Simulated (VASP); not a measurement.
Crystal: AlP5.

```
CELL_PARAMETERS angstrom
0.00000 3.98562 3.98562
3.98562 0.00000 3.98562
3.98562 3.98562 0.00000
ATOMIC_POSITIONS crystal
Al 0.00000 0.00000 0.00000
P 0.25000 0.25000 0.25000
P 0.12959 0.62347 0.62347
P 0.62347 0.62347 0.62347
P 0.62347 0.62347 0.12959
P 0.62347 0.12959 0.62347
```

| Quantity | Value |
| --- | --- |
| Program | VASP 6.6.1 |
| Task | relaxation of cell and atoms |
| Functional | PBE |
| Potentials or basis | VASP PAW PBE potentials, release 64 (Al, P) |
| Cutoff | 600 eV |
| k mesh | 4 × 4 × 4 |
| Occupations | gaussian, width 0.1 eV |
| Spin | no spin polarisation |

At the start: pressure -14.5 GPa; volume 21.10 Å³/atom.

Task: Where does the relaxation end?

Result: Over 9 steps the energy falls by 362.6 meV/atom and the volume is 15.18 Å³/atom (-28.1 %); space group F-43m (No. 216, to 0.05 Å).

The path:
```csv
step,energy change (eV),largest force (eV/Å),pressure (GPa),volume (Å³)
1,0.0000,0.3072,-14.45,126.62
2,-2.1185,0.1302,-3.41,94.84
3,-2.1607,0.1904,-0.42,91.30
4,-2.1609,0.2022,0.17,90.67
5,-2.1679,0.1606,0.25,90.51
6,-2.1745,0.0523,0.64,90.02
7,-2.1754,0.0285,0.48,90.17
8,-2.1755,0.0135,0.51,90.14
9,-2.1759,0.0073,-0.37,91.05
```

Final structure:
```yaml
crystal:
  lattice:
    - [0.00000, 3.57070, 3.57070]
    - [3.57070, 0.00000, 3.57070]
    - [3.57070, 3.57070, 0.00000]
  atoms:
    - { symbol: Al, position: [0.00000, 0.00000, 0.00000] }
    - { symbol: P, position: [0.25000, 0.25000, 0.25000] }
    - { symbol: P, position: [0.12500, 0.62500, 0.62500] }
    - { symbol: P, position: [0.62500, 0.62500, 0.62500] }
    - { symbol: P, position: [0.62500, 0.62500, 0.12500] }
    - { symbol: P, position: [0.62500, 0.12500, 0.62500] }
```

Caveat: the volume moved by over 15 % at a fixed basis, so the end points are rough.
